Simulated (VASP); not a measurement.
# EuSb (F-43m) in VASP: a series of runs

EuSb is run at these levels: PBE+U; tasks: single point.

Program: VASP 6.6.1. These are calculated values, not measurements. Logs are shortened: lines on timing, memory, paths and dates and some standing lists are left out, and cuts for length are marked.

### 1 The cell of the first run

It takes space group F-43m (No. 216, cubic). Conventional cell: a = 7.514 Å, b = 7.514 Å, c = 7.514 Å, α = 90.00°, β = 90.00°, γ = 90.00°. Within 4.3 Å of Eu (site symmetry -43m) lie 4 Sb at 3.25 Å. Sb (site symmetry -43m) has 4 Eu at 3.25 Å within 4.3 Å.

### 2 Single point, PBE+U, collinear spin, ferromagnetic start (53.03 Å³/atom)

File INCAR:

```
  PREC = Accurate
  ENCUT = 520
  EDIFF = 1E-6
  ISMEAR = 0
  SIGMA = 0.05
  LREAL = F
  LASPH = T
  NELM = 150
  ALGO = Normal
  ISIF = 2
  LWAVE = F
  LCHARG = T
  ISPIN = 2
  MAGMOM = 7.72 0.5
  LORBIT = 11
  LMAXMIX = 6
  LDAU = T
  LDAUTYPE = 2
  LDAUL = 3 -1
  LDAUU = 6 0
  LDAUJ = 0 0
  LDAUPRINT = 1
  GGA = PE
  LELF = T
  LVHAR = T
  NBANDS = 22
```

File KPOINTS:

```
regular mesh
0
Gamma
  8 8 8
```

File POSCAR:

```
EuSb
1.0
    0.0000000000      3.7569094260      3.7569094260
    3.7569094260      0.0000000000      3.7569094260
    3.7569094260      3.7569094260      0.0000000000
Eu Sb
1 1
Direct
    0.0000000000      0.0000000000      0.0000000000
    0.2500000000      0.2500000000      0.2500000000
```

Potentials or basis: VASP PAW PBE potentials, release 64 (Eu, Sb).

Command:

```
$ cat potpaw_PBE.64/Eu/POTCAR potpaw_PBE.64/Sb/POTCAR > POTCAR
$ mpirun -np 1 vasp_std > vasp.out
```

OUTCAR:

```text
PREC = Accurate
   ENCUT = 520
   EDIFF = 1E-6
   ISMEAR = 0
   LREAL = F
   LASPH = T
   NELM = 150
   ISIF = 2
   ISPIN = 2
   LORBIT = 11
   GGA = PE

 ion  position               nearest neighbor table
   1  0.000  0.000  0.000-   2 3.25   2 3.25   2 3.25   2 3.25
   2  0.250  0.250  0.250-   1 3.25   1 3.25   1 3.25   1 3.25

  LATTYP: Found a face centered cubic cell.
 ALAT       =     7.5138188520

  Lattice vectors:

 A1 = (   0.0000000000,   3.7569094260,   3.7569094260)
 A2 = (   3.7569094260,   0.0000000000,   3.7569094260)
 A3 = (   3.7569094260,   3.7569094260,   0.0000000000)

Analysis of symmetry for initial positions (statically):
=====================================================================
 Subroutine PRICEL returns:
 Original cell was already a primitive cell.

 Routine SETGRP: Setting up the symmetry group for a
 face centered cubic supercell.

 Subroutine GETGRP returns: Found 24 space group operations
 (whereof 24 operations were pure point group operations)
 out of a pool of 48 trial point group operations.

The static configuration has the point symmetry T_d .

Analysis of symmetry for dynamics (positions and initial velocities):
=====================================================================
 Subroutine PRICEL returns:
 Original cell was already a primitive cell.

 Routine SETGRP: Setting up the symmetry group for a
 face centered cubic supercell.

 Subroutine GETGRP returns: Found 24 space group operations
 (whereof 24 operations were pure point group operations)
 out of a pool of 48 trial point group operations.

The dynamic configuration has the point symmetry T_d .

Analysis of structural, dynamic, and magnetic symmetry:
=====================================================================
 Subroutine PRICEL returns:
 Original cell was already a primitive cell.

 Routine SETGRP: Setting up the symmetry group for a
 face centered cubic supercell.

 Subroutine GETGRP returns: Found 24 space group operations
 (whereof 24 operations were pure point group operations)
 out of a pool of 48 trial point group operations.

The overall configuration has the point symmetry T_d .

 Subroutine INISYM returns: Found 24 space group operations
 (whereof 24 operations are pure point group operations),
 and found     1 'primitive' translations

----------------------------------------------------------------------------------------

                                     Primitive cell

  volume of cell :     106.0528

  direct lattice vectors                    reciprocal lattice vectors
     0.000000000  3.756909426  3.756909426    -0.133088117  0.133088117  0.133088117
     3.756909426  0.000000000  3.756909426     0.133088117 -0.133088117  0.133088117
     3.756909426  3.756909426  0.000000000     0.133088117  0.133088117 -0.133088117

  length of vectors
     5.313072263  5.313072263  5.313072263     0.230515380  0.230515380  0.230515380

  position of ions in fractional coordinates (direct lattice)
     0.000000000  0.000000000  0.000000000
     0.250000000  0.250000000  0.250000000

  ion indices of the primitive-cell ions
   primitive index   ion index
                 1           1
                 2           2

----------------------------------------------------------------------------------------

 KPOINTS: regular mesh

Automatic generation of k-mesh.
 Grid dimensions read from file:
 generate k-points for:    8    8    8
[... 56 lines left out ...]
   ISTART =      0    job   : 0-new  1-cont  2-samecut
   ICHARG =      2    charge: 1-file 2-atom 10-const
   ISPIN  =      2    spin polarized calculation?
   LNONCOLLINEAR =      F non collinear calculations
   LSORBIT =      F    spin-orbit coupling
   LASPH  =      T    aspherical Exc in radial PAW
   ENCUT  =  520.0 eV  38.22 Ry    6.18 a.u.   9.88  9.88  9.88*2*pi/ulx,y,z
   NELM   =    150;   NELMIN=  2; NELMDL= -5     # of ELM steps
   EDIFF  = 0.1E-05   stopping-criterion for ELM
   LREAL  =      F    real-space projection
   EDIFFG = 0.1E-04   stopping-criterion for IOM
   NSW    =      0    number of steps for IOM
   IBRION =     -1    ionic relax: 0-MD 1-quasi-New 2-CG
   NFREE  =      0    steps in history (QN), initial steepest desc. (CG)
   ISIF   =      2    stress and relaxation
   ISYM   =      2    0-nonsym 1-usesym 2-fastsym
   POTIM  = 0.5000    time-step for ionic-motion
   TEBEG  =    0.0;   TEEND  =   0.0 temperature during run
   PSTRESS=    0.0 pullay stress
   NELECT =      22.0000    total number of electrons
   NUPDOWN=      -1.0000    fix difference up-down
   EMIN   =  10.00;   EMAX   =-10.00  energy-range for DOS
   EFERMI =   0.00;   METHOD = LEGACY
   ISMEAR =     0;   SIGMA  =   0.05  broadening in eV -4-tet -1-fermi 0-gaus
   EFERMI_NEDOS =   21; number of points for ismear=-14 and -15
   IALGO  =     38    algorithm
   IMIX   =      4    mixing-type and parameters
     AMIX     =   0.40;   BMIX     =  1.00
     AMIX_MAG =   1.60;   BMIX_MAG =  1.00
  volume/ion in A,a.u.               =      53.03       357.84
  Fermi-wavevector in a.u.,A,eV,Ry     =   0.969114  1.831360 12.778354  0.939183
  Thomas-Fermi vector in A             =   2.099140
   LORBIT       =     11    0 simple, 1 ext, 2 COOP (PROOUT), +10 PAW based schemes
 LDA+U is selected, type is set to LDAUTYPE =  2
   angular momentum for each species LDAUL =     3   -1
   U (eV)           for each species LDAUU =   6.0  0.0
   J (eV)           for each species LDAUJ =   0.0  0.0
   GGA     = PE    functional components
   LHFCALC =     F    Hartree Fock is set to
   AEXX    =    0.0000 exact exchange contribution
   IVDW    =     0    specifies the selected vdW correction
   LEPSILON=     F    determine dielectric tensor
   LRPA    =     F    only Hartree local field effects (RPA)
 spin polarized calculation
 Gauss-broadening in eV      SIGMA  =   0.05
  energy-cutoff  :      520.00
  volume of cell :      106.05
 maximum number of plane-waves:      2884
   NGX = 19   NGY = 19   NGZ = 19

atom =   1  type =  1  l = 3

 onsite density matrix

spin component  1

  0.9798  0.0000  0.0003  0.0000 -0.0000 -0.0000  0.0000
  0.0000  0.9758 -0.0000 -0.0000 -0.0000 -0.0000  0.0000
  0.0003 -0.0000  0.9797  0.0000 -0.0000 -0.0000 -0.0000
  0.0000 -0.0000  0.0000  0.9800 -0.0000  0.0000 -0.0000
 -0.0000 -0.0000 -0.0000 -0.0000  0.9797  0.0000 -0.0003
 -0.0000 -0.0000 -0.0000  0.0000  0.0000  0.9795 -0.0000
  0.0000  0.0000 -0.0000 -0.0000 -0.0003 -0.0000  0.9798

spin component  2

  0.0003 -0.0000  0.0001 -0.0000  0.0000  0.0000  0.0000
 -0.0000  0.0011  0.0000  0.0000  0.0000 -0.0000 -0.0000
  0.0001  0.0000  0.0003  0.0000  0.0000  0.0000  0.0000
 -0.0000  0.0000  0.0000  0.0004  0.0000  0.0000 -0.0000
  0.0000  0.0000  0.0000  0.0000  0.0003  0.0000 -0.0001
  0.0000 -0.0000  0.0000  0.0000  0.0000  0.0002  0.0000
  0.0000 -0.0000  0.0000 -0.0000 -0.0001  0.0000  0.0003

 occupancies and eigenvectors

  o =  0.0002  v =  0.0000  0.0000  0.0000  0.0000  0.0000  0.0000  0.0000  0.6124  0.0000 -0.7906  0.0000  0.0005 -0.0000  0.0004      0.0000  0.0000  0.0000  0.0000  0.0000  0.0000  0.0000  0.0000  0.0000  0.0000  0.0000  0.0000  0.0000  0.0000
  o =  0.0002  v =  0.0000  0.0000  0.0000  0.0000  0.0000  0.0000  0.0000  0.0004 -0.0000 -0.0005 -0.0000 -0.7906  0.0001 -0.6124      0.0000  0.0000  0.0000  0.0000  0.0000  0.0000  0.0000  0.0000  0.0000  0.0000  0.0000  0.0000  0.0000  0.0000
  o =  0.0002  v =  0.0000  0.0000  0.0000  0.0000  0.0000  0.0000  0.0000 -0.0000  0.0000  0.0000  0.0000 -0.0001 -1.0000 -0.0000      0.0000  0.0000  0.0000  0.0000  0.0000  0.0000  0.0000  0.0000  0.0000  0.0000  0.0000  0.0000  0.0000  0.0000
  o =  0.0004  v =  0.0000  0.0000  0.0000  0.0000  0.0000  0.0000  0.0000  0.7906  0.0000  0.6124  0.0001 -0.0001  0.0000  0.0001      0.0000  0.0000  0.0000  0.0000  0.0000  0.0000  0.0000  0.0000  0.0000  0.0000  0.0000  0.0000  0.0000  0.0000
  o =  0.0004  v =  0.0000  0.0000  0.0000  0.0000  0.0000  0.0000  0.0000 -0.0001  0.0000 -0.0001 -0.0001 -0.6124  0.0000  0.7906      0.0000  0.0000  0.0000  0.0000  0.0000  0.0000  0.0000  0.0000  0.0000  0.0000  0.0000  0.0000  0.0000  0.0000
  o =  0.0004  v =  0.0000  0.0000  0.0000  0.0000  0.0000  0.0000  0.0000 -0.0000 -0.0000 -0.0000  1.0000 -0.0001  0.0000  0.0001      0.0000  0.0000  0.0000  0.0000  0.0000  0.0000  0.0000  0.0000  0.0000  0.0000  0.0000  0.0000  0.0000  0.0000
  o =  0.0011  v =  0.0000  0.0000  0.0000  0.0000  0.0000  0.0000  0.0000  0.0000 -1.0000 -0.0000 -0.0000 -0.0000 -0.0000  0.0000      0.0000  0.0000  0.0000  0.0000  0.0000  0.0000  0.0000  0.0000  0.0000  0.0000  0.0000  0.0000  0.0000  0.0000
  o =  0.9758  v =  0.0000  1.0000 -0.0000  0.0000 -0.0000 -0.0000 -0.0000  0.0000  0.0000  0.0000  0.0000  0.0000  0.0000  0.0000      0.0000  0.0000  0.0000  0.0000  0.0000  0.0000  0.0000  0.0000  0.0000  0.0000  0.0000  0.0000  0.0000  0.0000
  o =  0.9795  v = -0.0019  0.0000  0.0024 -0.0000 -0.7878 -0.0831 -0.6103  0.0000  0.0000  0.0000  0.0000  0.0000  0.0000  0.0000      0.0000  0.0000  0.0000  0.0000  0.0000  0.0000  0.0000  0.0000  0.0000  0.0000  0.0000  0.0000  0.0000  0.0000
  o =  0.9795  v = -0.0001  0.0000  0.0002 -0.0000  0.0657 -0.9965  0.0509  0.0000  0.0000  0.0000  0.0000  0.0000  0.0000  0.0000      0.0000  0.0000  0.0000  0.0000  0.0000  0.0000  0.0000  0.0000  0.0000  0.0000  0.0000  0.0000  0.0000  0.0000
  o =  0.9795  v = -0.6124  0.0000  0.7906 -0.0000  0.0024  0.0005  0.0018  0.0000  0.0000  0.0000  0.0000  0.0000  0.0000  0.0000      0.0000  0.0000  0.0000  0.0000  0.0000  0.0000  0.0000  0.0000  0.0000  0.0000  0.0000  0.0000  0.0000  0.0000
  o =  0.9800  v = -0.0001 -0.0000 -0.0001  0.9748 -0.1367 -0.0000  0.1765  0.0000  0.0000  0.0000  0.0000  0.0000  0.0000  0.0000      0.0000  0.0000  0.0000  0.0000  0.0000  0.0000  0.0000  0.0000  0.0000  0.0000  0.0000  0.0000  0.0000  0.0000
  o =  0.9800  v = -0.0001  0.0000 -0.0001 -0.2233 -0.5969  0.0000  0.7706  0.0000  0.0000  0.0000  0.0000  0.0000  0.0000  0.0000      0.0000  0.0000  0.0000  0.0000  0.0000  0.0000  0.0000  0.0000  0.0000  0.0000  0.0000  0.0000  0.0000  0.0000
  o =  0.9800  v =  0.7906  0.0000  0.6124  0.0001 -0.0001 -0.0000  0.0001  0.0000  0.0000  0.0000  0.0000  0.0000  0.0000  0.0000      0.0000  0.0000  0.0000  0.0000  0.0000  0.0000  0.0000  0.0000  0.0000  0.0000  0.0000  0.0000  0.0000  0.0000

 number of electron      22.0000007 magnetization       8.0000025

 Free energy of the ion-electron system (eV)
  ---------------------------------------------------
  ext. energy  EPLUGINS =         0.00000000
  ---------------------------------------------------
  free energy    TOTEN  =       -15.38694236 eV

  energy without entropy =      -15.38144538  energy(sigma->0) =      -15.38419387

 E-fermi :   0.6947     XC(G=0):  -7.2251

 val. band max:        0.6882369863   @ k =   0.3750   0.2500   0.0000
 cond. band min:       0.7107053755   @ k =   0.5000   0.3750   0.0000
 fundamental gap:      0.0224683892
 Fermi energy:         0.6947424584

 spin component 1

 k-point     1 :       0.0000    0.0000    0.0000
  band No.  band energies     occupation
      1     -39.1653      1.00000
      2     -18.1235      1.00000
      3     -18.1235      1.00000
      4     -18.1235      1.00000
      5      -7.5293      1.00000
      6      -0.3245      1.00000
[... 1193 lines left out ...]
     21      10.1771      0.00000
     22      10.5186      0.00000

 [... further k-points ...]
[... 5 lines left out ...]
  --------------------------------------------------------------------------------------
  -------------------------------------------------------------------------------------
  Total       -0.1180190     -0.1180190     -0.1180190      0.0000000      0.0000000      0.0000000
  in kB       -1.7829551     -1.7829551     -1.7829551      0.0000000      0.0000000      0.0000000
  external PRESSURE =      -1.7829551 kB  Pullay stress =       0.0000000 kB

 VOLUME and BASIS-vectors are now :
 -----------------------------------------------------------------------------
  energy-cutoff  :      520.00
  volume of cell :      106.05
      direct lattice vectors                 reciprocal lattice vectors
     0.000000000  3.756909426  3.756909426    -0.133088117  0.133088117  0.133088117
     3.756909426  0.000000000  3.756909426     0.133088117 -0.133088117  0.133088117
     3.756909426  3.756909426  0.000000000     0.133088117  0.133088117 -0.133088117

 POSITION                                       TOTAL-FORCE (eV/Angst)
 -----------------------------------------------------------------------------------
      0.00000      0.00000      0.00000        -0.000000     -0.000000     -0.000000
      1.87845      1.87845      1.87845         0.000000      0.000000      0.000000
 -----------------------------------------------------------------------------------
    total drift:                                0.000000      0.000000      0.000000

  FREE ENERGIE OF THE ION-ELECTRON SYSTEM (eV)
  ---------------------------------------------------
  free  energy   TOTEN  =       -15.3869423551 eV

  energy  without entropy=      -15.3814453830  energy(sigma->0) =      -15.38419387

 total charge

# of ion       s       p       d       f       tot
--------------------------------------------------
    1        2.047   5.760   0.217   6.850  14.874
    2        1.154   1.308   0.003   0.000   2.465
--------------------------------------------------
tot          3.201   7.068   0.220   6.850  17.339

 magnetization (x)

# of ion       s       p       d       f       tot
--------------------------------------------------
    1       -0.012  -0.099   0.081   6.844   6.814
    2       -0.006   0.299   0.001   0.000   0.295
--------------------------------------------------
tot         -0.018   0.200   0.082   6.844   7.109
```

Wall time 1.9 min (1 thread of Intel Xeon 6975P-C (Granite Rapids), shared host); peak memory 0.36 GiB.

What came out:

| Property | Result |
| --- | --- |
| Free energy | -15.3869 eV |
| Pressure | -0.2 GPa |
| Band gap on the k mesh | zero (filled and empty bands overlap) |
| Net moment | 8.00 μB per cell |
| Site moments | Eu +6.81; Sb +0.29 μB |
| Valence electrons inside the program's atomic spheres | Eu 14.87; Sb 2.46 |

Eigenvalues of the final occupation matrices:
```csv
site,spin,trace,eigenvalues
site 1 f,1,6.85,0.98 0.98 0.98 0.98 0.98 0.98 0.98
site 1 f,2,0.00,0.00 0.00 0.00 0.00 0.00 0.00 0.00
```

Caveat: spin-orbit coupling is left out, which moves the levels of the heavy elements; a cell with one magnetic atom can't hold antiferromagnetic order, which such compounds often take. The state reached can hang on the start; a lower one may exist.

### 3 Single point, PBE+U, collinear spin, ferromagnetic start (54.07 Å³/atom)

This run uses another cell than the first one, of 54.07 Å³/atom.

File INCAR:

```
SYSTEM = EuSb
ALGO = Normal ; EDIFF = 1E-6
ENCUT = 520 ; GGA = PE
ISIF = 2 ; ISMEAR = 0
ISPIN = 2 ; LASPH = .TRUE.
LCHARG = .FALSE. ; LDAU = .TRUE.
LDAUJ = 0 0 ; LDAUL = 3 -1
LDAUPRINT = 1 ; LDAUTYPE = 2
LDAUU = 6 0 ; LMAXMIX = 6
LORBIT = 11 ; LREAL = .FALSE.
LWAVE = .FALSE. ; MAGMOM = 7.72 0.51
NBANDS = 22 ; NELM = 150
PREC = Accurate ; SIGMA = 0.05
```

File KPOINTS:

```
k-points
0
G
  8 8 8
  0 0 0
```

File POSCAR:

```
EuSb
1.0
    0.0000000000      3.7813056253      3.7813056253
    3.7813056253      0.0000000000      3.7813056253
    3.7813056253      3.7813056253      0.0000000000
Eu Sb
1 1
Direct
    0.0000000000      0.0000000000      0.0000000000
    0.2500000000      0.2500000000      0.2500000000
```

Potentials or basis: VASP PAW PBE potentials, release 64 (Eu, Sb).

Command:

```
$ cat potpaw_PBE.64/Eu/POTCAR potpaw_PBE.64/Sb/POTCAR > POTCAR
$ mpirun -np 1 vasp_std > vasp.out
```

It took 2.1 min on 1 thread of Intel Xeon 6975P-C (Granite Rapids), shared host; peak memory 0.37 GiB.

The run converged. Its results:

```
Free energy                                           : -15.3828 eV
Pressure                                              : -0.5 GPa
Band gap on the k mesh                                : zero (filled and empty bands overlap)
Net moment                                            : 8.00 μB per cell
Site moments                                          : Eu +6.81; Sb +0.29 μB
Valence electrons inside the program's atomic spheres : Eu 14.87; Sb 2.46
```

Levels at points of the mesh, in eV from the Fermi level:
Spin up:
| k point | band 11 | band 12 | band 13 | band 14 | band 15 | band 16 | band 17 | band 18 | band 19 | band 20 |
| --- | --- | --- | --- | --- | --- | --- | --- | --- | --- | --- |
| (0.00, 0.00, 0.00) | -0.84 | -0.83 | -0.50 | -0.50 | -0.50 | 1.95 | 3.27 | 3.27 | 5.64 | 5.64 |
| (0.50, 0.00, 0.00) | -0.85 | -0.84 | -0.78 | -0.40 | -0.40 | 2.99 | 3.45 | 3.45 | 3.95 | 4.38 |
| (0.50, 0.50, 0.00) | -0.85 | -0.83 | -0.77 | -0.30 | -0.30 | 1.87 | 2.77 | 4.00 | 4.02 | 4.02 |
Spin down:
| k point | band 3 | band 4 | band 5 | band 6 | band 7 | band 8 | band 9 | band 10 | band 11 | band 12 |
| --- | --- | --- | --- | --- | --- | --- | --- | --- | --- | --- |
| (0.00, 0.00, 0.00) | -16.54 | -16.54 | -7.70 | -0.08 | -0.08 | -0.08 | 2.17 | 4.07 | 4.07 | 6.13 |
| (0.50, 0.00, 0.00) | -16.55 | -16.55 | -7.39 | -1.10 | 0.05 | 0.05 | 3.55 | 4.19 | 4.19 | 4.33 |
| (0.50, 0.50, 0.00) | -16.56 | -16.56 | -7.28 | -1.24 | 0.17 | 0.17 | 2.32 | 3.41 | 4.90 | 4.90 |

Eigenvalues of the final occupation matrices:
| site | spin | trace | eigenvalues |
| --- | --- | --- | --- |
| site 1 f | 1 | 6.86 | 0.98 0.98 0.98 0.98 0.98 0.98 0.98 |
| site 1 f | 2 | 0.00 | 0.00 0.00 0.00 0.00 0.00 0.00 0.00 |

Caveat: spin-orbit coupling is left out, which moves the levels of the heavy elements; a cell with one magnetic atom can't hold antiferromagnetic order, which such compounds often take. The state reached can hang on the start; a lower one may exist.

The gap in the log of VASP goes by the Fermi energy; the results here count the filled bands.